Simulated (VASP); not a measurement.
# Br (P-1) in VASP: single point with PBE

Aim: the single point of Br with PBE.

All numbers are computed with VASP 6.6.1; they aren't measurements. Logs are shortened: lines on timing, memory, paths and dates and some standing lists are left out, and cuts for length are marked.

**1. The cell of the first run**

The typed cell holds 1 atom: a = 4.027 Å, b = 4.153 Å, c = 4.013 Å, α = 138.62°, β = 138.69°, γ = 59.91°.

**2. Single point, PBE**

The input, INCAR:

```
PREC = Accurate
ENCUT = 520
EDIFF = 1E-7
ISMEAR = 0
SIGMA = 0.1
LREAL = F
LASPH = T
NELM = 80
ALGO = Normal
ISIF = 2
LWAVE = F
LCHARG = T
GGA = PE
LELF = T
LVHAR = T
NBANDS = 10
```

The input, KPOINTS:

```
regular mesh
0
Gamma
  7 7 9
```

The input, POSCAR:

```
Br
1.0
   -1.3708610000      1.4282190000      3.5071040000
    1.5439400000     -1.4350240000      3.5786800000
    1.3437790000      1.4079430000     -3.5098120000
Br
1
Direct
    0.0120770000      0.0047410000      0.0189630000
```

Potentials or basis: VASP PAW PBE potentials, release 64 (Br).

Command:

```console
$ cat potpaw_PBE.64/Br/POTCAR > POTCAR
$ mpirun -np 1 vasp_std > vasp.out
```

OUTCAR:

```text
PREC = Accurate
   ENCUT = 520
   EDIFF = 1E-7
   ISMEAR = 0
   LREAL = F
   LASPH = T
   NELM = 80
   ISIF = 2
   GGA = PE

 ion  position               nearest neighbor table
   1  0.012  0.005  0.019-

  LATTYP: Found a triclinic cell.
 ALAT       =     5.6642665007
 B/A-ratio  =     0.5007343122
 C/A-ratio  =     1.2513360352
 COS(alpha) =     0.0021476863
 COS(beta)  =     0.6149769546
 COS(gamma) =     0.7476150541

  Lattice vectors:

 A1 = (  -1.3166970000,  -4.2441050000,   3.5125200000)
 A2 = (   0.0270820000,  -2.8361620000,   0.0027080000)
 A3 = (   0.1730790000,  -0.0068050000,   7.0857840000)

Analysis of symmetry for initial positions (statically):
=====================================================================
 Subroutine PRICEL returns:
 Original cell was already a primitive cell.

 Routine SETGRP: Setting up the symmetry group for a
 triclinic supercell.

 Subroutine GETGRP returns: Found  2 space group operations
 (whereof  1 operations were pure point group operations)
 out of a pool of  2 trial point group operations.

The static configuration has the point symmetry C_1 .
 The point group associated with its full space group is S_2 .

Analysis of symmetry for dynamics (positions and initial velocities):
=====================================================================
 Subroutine PRICEL returns:
 Original cell was already a primitive cell.

 Routine SETGRP: Setting up the symmetry group for a
 triclinic supercell.

 Subroutine GETGRP returns: Found  2 space group operations
 (whereof  1 operations were pure point group operations)
 out of a pool of  2 trial point group operations.

The dynamic configuration has the point symmetry C_1 .
 The point group associated with its full space group is S_2 .

 Subroutine INISYM returns: Found  2 space group operations
 (whereof  1 operations are pure point group operations),
 and found     1 'primitive' translations

----------------------------------------------------------------------------------------

                                     Primitive cell

  volume of cell :      28.9969

  direct lattice vectors                    reciprocal lattice vectors
    -1.370861000  1.428219000  3.507104000    -0.000065973  0.352723613  0.141468002
     1.543940000 -1.435024000  3.578680000     0.343160130  0.003403524  0.132748804
     1.343779000  1.407943000 -3.509812000     0.349827546  0.355921776 -0.008203151

  length of vectors
     4.027263073  4.153311347  4.013331006     0.380035718  0.367957475  0.499126151

  position of ions in fractional coordinates (direct lattice)
     0.012077000  0.004741000  0.018963000

  ion indices of the primitive-cell ions
   primitive index   ion index
                 1           1

----------------------------------------------------------------------------------------

 KPOINTS: regular mesh

Automatic generation of k-mesh.
 Grid dimensions read from file:
 generate k-points for:    7    7    9

 Generating k-lattice:

  Cartesian coordinates                     Fractional coordinates (reciprocal lattice)
    -0.000009425  0.050389088  0.020209715     0.142857143 -0.000000000  0.000000000
     0.049022876  0.000486218  0.018964115    -0.000000000  0.142857143  0.000000000
     0.038869727  0.039546864 -0.000911461    -0.000000000  0.000000000  0.111111111

  Length of vectors
     0.054290817  0.052565354  0.055458461

  Shift w.r.t. Gamma in fractional coordinates (k-lattice)
     0.000000000  0.000000000  0.000000000

 Subroutine IBZKPT returns following result:
 ===========================================

 Found    221 irreducible k-points:

 Following reciprocal coordinates:
            Coordinates               Weight
  0.000000  0.000000  0.000000      1.000000
  0.142857 -0.000000 -0.000000      2.000000
  0.285714 -0.000000  0.000000      2.000000
  0.428571 -0.000000 -0.000000      2.000000
  0.000000  0.142857  0.000000      2.000000
  0.142857  0.142857  0.000000      2.000000
[... 16 lines left out ...]
 -0.428571  0.428571  0.000000      2.000000
 -0.285714  0.428571  0.000000      2.000000
 [... further k-points ...]
   k-points           NKPTS =    221   k-points in BZ     NKDIM =    221   number of bands    NBANDS=     10
   number of dos      NEDOS =    301   number of ions     NIONS =      1
   total plane-waves  NPLWV =  28800
   dimension x,y,z NGX =    30 NGY =   32 NGZ =   30
   dimension x,y,z NGXF=    60 NGYF=   64 NGZF=   60
   ions per type =               1
   NGX,Y,Z   is equivalent  to a cutoff of  12.38, 12.81, 12.43 a.u.
   NGXF,Y,Z  is equivalent  to a cutoff of  24.77, 25.62, 24.85 a.u.
 SYSTEM =  unknown system
   PREC   = accura    normal or accurate (medium, high low for compatibility)
   ISTART =      0    job   : 0-new  1-cont  2-samecut
   ICHARG =      2    charge: 1-file 2-atom 10-const
   ISPIN  =      1    spin polarized calculation?
   LNONCOLLINEAR =      F non collinear calculations
   LSORBIT =      F    spin-orbit coupling
   LASPH  =      T    aspherical Exc in radial PAW
   ENCUT  =  520.0 eV  38.22 Ry    6.18 a.u.   7.49  7.72  7.46*2*pi/ulx,y,z
   NELM   =     80;   NELMIN=  2; NELMDL= -5     # of ELM steps
   EDIFF  = 0.1E-06   stopping-criterion for ELM
   LREAL  =      F    real-space projection
   EDIFFG = 0.1E-05   stopping-criterion for IOM
   NSW    =      0    number of steps for IOM
   IBRION =     -1    ionic relax: 0-MD 1-quasi-New 2-CG
   NFREE  =      0    steps in history (QN), initial steepest desc. (CG)
   ISIF   =      2    stress and relaxation
   ISYM   =      2    0-nonsym 1-usesym 2-fastsym
   POTIM  = 0.5000    time-step for ionic-motion
   TEBEG  =    0.0;   TEEND  =   0.0 temperature during run
   PSTRESS=    0.0 pullay stress
   NELECT =       7.0000    total number of electrons
   NUPDOWN=      -1.0000    fix difference up-down
   EMIN   =  10.00;   EMAX   =-10.00  energy-range for DOS
   EFERMI =   0.00;   METHOD = LEGACY
   ISMEAR =     0;   SIGMA  =   0.10  broadening in eV -4-tet -1-fermi 0-gaus
   EFERMI_NEDOS =   21; number of points for ismear=-14 and -15
   IALGO  =     38    algorithm
   IMIX   =      4    mixing-type and parameters
     AMIX     =   0.40;   BMIX     =  1.00
     AMIX_MAG =   1.60;   BMIX_MAG =  1.00
  volume/ion in A,a.u.               =      29.00       195.68
  Fermi-wavevector in a.u.,A,eV,Ry     =   1.019351  1.926293 14.137484  1.039076
  Thomas-Fermi vector in A             =   2.152860
   LORBIT       =      0    0 simple, 1 ext, 2 COOP (PROOUT), +10 PAW based schemes
   GGA     = PE    functional components
   LHFCALC =     F    Hartree Fock is set to
   AEXX    =    0.0000 exact exchange contribution
   IVDW    =     0    specifies the selected vdW correction
   LEPSILON=     F    determine dielectric tensor
   LRPA    =     F    only Hartree local field effects (RPA)
 non-spin polarized calculation
 Gauss-broadening in eV      SIGMA  =   0.10
  energy-cutoff  :      520.00
  volume of cell :       29.00
 maximum number of plane-waves:       799
 NGX is ok and might be reduce to    30
   NGX = 15   NGY = 15   NGZ = 15

 number of electron       7.0000001 magnetization

 Free energy of the ion-electron system (eV)
  ---------------------------------------------------
  ext. energy  EPLUGINS =         0.00000000
  ---------------------------------------------------
  free energy    TOTEN  =        -1.44318611 eV

  energy without entropy =       -1.44081487  energy(sigma->0) =       -1.44200049

 E-fermi :   1.3733     XC(G=0):  -8.6524

 val. band max:        1.3503667624   @ k =  -0.2857   0.0000   0.4444
 cond. band min:       1.3772038402   @ k =   0.4286   0.2857   0.4444
 fundamental gap:      0.0268370778
 Fermi energy:         1.3732974197

 k-point     1 :       0.0000    0.0000    0.0000
  band No.  band energies     occupation
      1     -14.7872      2.00000
      2      -0.7619      2.00000
      3       2.1362      0.00000
      4       2.5108      0.00000
      5       6.9564      0.00000
      6      11.2155      0.00000
      7      11.7677      0.00000
      8      16.9949      0.00000
      9      17.4559      0.00000
     10      17.8986      0.00000

 k-point     2 :       0.1429   -0.0000   -0.0000
  band No.  band energies     occupation
      1     -14.5327      2.00000
      2      -0.7459      2.00000
      3       0.7037      2.00000
      4       2.2946      0.00000
      5       7.6555      0.00000
      6      11.5690      0.00000
      7      13.6844      0.00000
      8      14.1856      0.00000
      9      17.3976      0.00000
     10      19.1543      0.00000

 k-point     3 :       0.2857   -0.0000    0.0000
  band No.  band energies     occupation
      1     -13.8687      2.00000
      2      -2.1984      2.00000
      3      -0.5743      2.00000
      4       2.6706      0.00000
      5       8.7116      0.00000
      6      11.5640      0.00000
      7      12.3881      0.00000
      8      17.7386      0.00000
      9      18.0347      0.00000
     10      18.7805      0.00000

 k-point     4 :       0.4286   -0.0000   -0.0000
  band No.  band energies     occupation
      1     -13.1921      2.00000
      2      -4.1129      2.00000
      3      -0.4150      2.00000
      4       3.0111      0.00000
      5       8.0034      0.00000
      6      13.0239      0.00000
      7      13.5556      0.00000
      8      16.4114      0.00000
      9      17.2993      0.00000
     10      18.7889      0.00000

 k-point     5 :       0.0000    0.1429    0.0000
  band No.  band energies     occupation
      1     -14.5583      2.00000
      2      -0.7327      2.00000
      3       0.4638      2.00000
      4       2.6439      0.00000
      5       7.6116      0.00000
      6      11.8753      0.00000
      7      13.1946      0.00000
      8      14.1076      0.00000
      9      17.8098      0.00000
     10      19.4374      0.00000

 k-point     6 :       0.1429    0.1429    0.0000
  band No.  band energies     occupation
      1     -14.2824      2.00000
      2      -0.8977      2.00000
      3       0.6006      2.00000
      4       0.8448      2.00000
      5       8.5672      0.00000
      6      13.3016      0.00000
      7      13.8598      0.00000
      8      14.7841      0.00000
      9      14.9720      0.00000
     10      19.1688      0.00000
[... 183 lines left out ...]
 k-point    21 :       0.2857    0.4286   -0.0000
  band No.  band energies     occupation
      1     -12.5025      2.00000
      2      -3.2322      2.00000
      3      -1.0714      2.00000
      4       0.0669      2.00000
      5       9.4748      0.00000
      6       9.8286      0.00000
      7      13.4691      0.00000
      8      15.5231      0.00000
      9      17.7376      0.00000
     10      20.0733      0.00000

 k-point    22 :       0.4286    0.4286    0.0000
  band No.  band energies     occupation
      1     -11.8977      2.00000
      2      -2.9673      2.00000
      3      -2.5005      2.00000
      4       0.5651      2.00000
      5       7.5199      0.00000
      6       9.9548      0.00000
      7      13.5292      0.00000
      8      15.1690      0.00000
      9      16.7267      0.00000
     10      17.6532      0.00000

 k-point    23 :      -0.4286    0.4286    0.0000
  band No.  band energies     occupation
      1     -11.9287      2.00000
      2      -2.9451      2.00000
      3      -2.4335      2.00000
      4       0.7360      2.00000
      5       7.3927      0.00000
      6      10.0125      0.00000
      7      12.9844      0.00000
      8      14.0989      0.00000
      9      16.6580      0.00000
     10      18.5647      0.00000

 k-point    24 :      -0.2857    0.4286    0.0000
  band No.  band energies     occupation
      1     -12.5600      2.00000
      2      -3.1412      2.00000
      3      -0.9756      2.00000
      4       0.3812      2.00000
      5       9.1525      0.00000
      6       9.9553      0.00000
      7      12.3570      0.00000
      8      13.7889      0.00000
      9      18.2487      0.00000
     10      20.3988      0.00000

 [... further k-points ...]

------------------------ aborting loop because EDIFF is reached ----------------------------------------

  FORCE on cell =-STRESS in cart. coord.  units (eV):
  Direction    XX          YY          ZZ          XY          YZ          ZX
  --------------------------------------------------------------------------------------
  -------------------------------------------------------------------------------------
  Total        0.1145419      0.0299664      0.3385906      0.0183026      0.0009817     -0.0409408
  in kB        6.3288300      1.6557451     18.7082746      1.0112809      0.0542441     -2.2621169
  external PRESSURE =       8.8976165 kB  Pullay stress =       0.0000000 kB

 VOLUME and BASIS-vectors are now :
 -----------------------------------------------------------------------------
  energy-cutoff  :      520.00
  volume of cell :       29.00
      direct lattice vectors                 reciprocal lattice vectors
    -1.370861000  1.428219000  3.507104000    -0.000065973  0.352723613  0.141468002
     1.543940000 -1.435024000  3.578680000     0.343160130  0.003403524  0.132748804
     1.343779000  1.407943000 -3.509812000     0.349827546  0.355921776 -0.008203151

 POSITION                                       TOTAL-FORCE (eV/Angst)
 -----------------------------------------------------------------------------------
      0.01625      0.03714     -0.00723        -0.000000      0.000000      0.000000
 -----------------------------------------------------------------------------------
    total drift:                               -0.000001     -0.000000      0.000000

  FREE ENERGIE OF THE ION-ELECTRON SYSTEM (eV)
  ---------------------------------------------------
  free  energy   TOTEN  =        -1.4431861085 eV

  energy  without entropy=       -1.4408148663  energy(sigma->0) =       -1.44200049
```

Run time: 2.9 min. Hardware: 1 thread of Intel Xeon 8259CL, shared host; peak memory 0.18 GiB.

What came out:

```yaml
Free_energy: -1.4432 eV
Pressure: 0.9 GPa
Band_gap_on_the_k_mesh: zero (an odd number of electrons rules out a gap without spin polarisation)
```

Stress tensor (GPa, compression positive):
```
 0.63  0.10 -0.23
 0.10  0.17  0.01
-0.23  0.01  1.87
```

Caveat: an odd number of electrons without spin polarisation forces a metal; a magnetic or distorted state may lie lower.
